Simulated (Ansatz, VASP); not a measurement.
**One calculation of Na3GaC, two programs**

The input INCAR:

```
ALGO = Normal ; EDIFF = 1E-6
ENCUT = 520 ; GGA = PE
ISIF = 2 ; ISMEAR = 0
LASPH = T ; LCHARG = T
LELF = T ; LREAL = F
LVHAR = T ; LWAVE = F
NBANDS = 49 ; NELM = 100
PREC = Accurate ; SIGMA = 0.1
```

File KPOINTS:

```
k-points
0
Gamma
  3 3 4
```

File POSCAR:

```
Na3GaC
1.0
    7.1428153200      0.0000000000      0.0000000000
   -3.5714076600      6.1858595200      0.0000000000
    0.0000000000      0.0000000000      5.9999648700
Na Ga C
6 2 2
Direct
    0.8333333300      0.6666666700      0.7500000000
    0.3333333300      0.1666666700      0.7500000000
    0.8333333300      0.1666666700      0.7500000000
    0.1666666700      0.3333333300      0.2500000000
    0.6666666700      0.8333333300      0.2500000000
    0.1666666700      0.8333333300      0.2500000000
    0.3333333300      0.6666666700      0.7500000000
    0.6666666700      0.3333333300      0.2500000000
    0.0000000000      0.0000000000      0.0000000000
    0.0000000000      0.0000000000      0.5000000000
```

Input for Ansatz:

```yaml
crystal:
  lattice:
    - [7.14281532, 0.0, 0.0]
    - [-3.57140766, 6.18585952, 0.0]
    - [0.0, 0.0, 5.99996487]
  atoms:
    - { symbol: Na, position: [0.83333333, 0.66666667, 0.75] }
    - { symbol: Na, position: [0.33333333, 0.16666667, 0.75] }
    - { symbol: Na, position: [0.83333333, 0.16666667, 0.75] }
    - { symbol: Na, position: [0.16666667, 0.33333333, 0.25] }
    - { symbol: Na, position: [0.66666667, 0.83333333, 0.25] }
    - { symbol: Na, position: [0.16666667, 0.83333333, 0.25] }
    - { symbol: Ga, position: [0.33333333, 0.66666667, 0.75] }
    - { symbol: Ga, position: [0.66666667, 0.33333333, 0.25] }
    - { symbol: C, position: [0.0, 0.0, 0.0] }
    - { symbol: C, position: [0.0, 0.0, 0.5] }
basis:
  ecutwfc: 420
kpoints:
  mp_grid: { grid: [3, 3, 4] }
hamiltonian:
  xc: pbe
scf:
  occupations: { method: gaussian, width: 0.1 }
  lower_state_search: "off"
output:
  forces: true
  stress: true
  eigenvalues: true
```

Alike in both runs: task single point; functional PBE; k mesh 3 × 3 × 4; occupations gaussian, width 0.1 eV; no spin polarisation.

|  | VASP | Ansatz |
| --- | --- | --- |
| version | VASP 6.6.1 | Ansatz 0.2.0 |
| potentials or method | VASP PAW PBE potentials, release 64 (Na_pv, Ga_d, C), cutoff 520 eV | scalar-relativistic, plane waves, PAW |
| valence electrons in the cell | 76 | 88 |

|  | VASP | Ansatz | Ansatz less VASP |
| --- | --- | --- | --- |
| gap on the k mesh at the Fermi level (eV) | none | none | - |
| pressure (GPa) | -1.9 | -2.0 | -0.02 |
| traceless stress, the component that is largest in VASP (GPa) | -0.71 | -0.71 | +0.001 |
| rms of the force components (eV/Å) | 0.049 | 0.052 | +0.0025 |

Atom by atom the forces differ by 0.002 eV/Å (rms over components). A gap of «none» marks a metal or a gap that the smearing closes. VASP's potentials hold 76 valence electrons a cell and Ansatz's 88, so a difference there can come from the potentials and not from the codes.
